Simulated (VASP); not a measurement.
Input of a VASP 6.6.1 run:

Contents of INCAR:

```
PREC     = Accurate       # precision mode
ENCUT    = 520            # plane-wave cutoff, eV
EDIFF    = 1E-7           # SCF threshold, eV
ISMEAR   = 0              # smearing method
SIGMA    = 0.1            # smearing width, eV
LREAL    = False          # projectors in reciprocal space
LASPH    = True           # aspherical terms in the spheres
NELM     = 80             # most SCF steps
ALGO     = Normal         # electronic algorithm
ISIF     = 2              # what is computed and relaxed
LWAVE    = False          # write WAVECAR
LCHARG   = False          # write CHGCAR
GGA      = PE             # functional
NBANDS   = 16             # bands
```

The input KPOINTS:

```
Automatic mesh
0
Gamma
  12 12 12
```

File POSCAR:

```
InAs
1.0
    0.0000000000      3.0300199665      3.0300199665
    3.0300199665      0.0000000000      3.0300199665
    3.0300199665      3.0300199665      0.0000000000
In As
1 1
Direct
    0.0000000000      0.0000000000      0.0000000000
    0.2500000000      0.2500000000      0.2500000000
```

Potentials or basis: VASP PAW PBE potentials, release 64 (In_d, As).

Launch:

```console
$ cat potpaw_PBE.64/In_d/POTCAR potpaw_PBE.64/As/POTCAR > POTCAR
$ mpirun -np 1 vasp_std > vasp.out
```

(1) What does it give for the pressure?

(2) Estimate the band gap on the k mesh.

Results:

(1) 3.6 GPa.

(2) zero (filled and empty bands touch).

Caveat: spin-orbit coupling is left out, which moves the levels of the heavy elements.
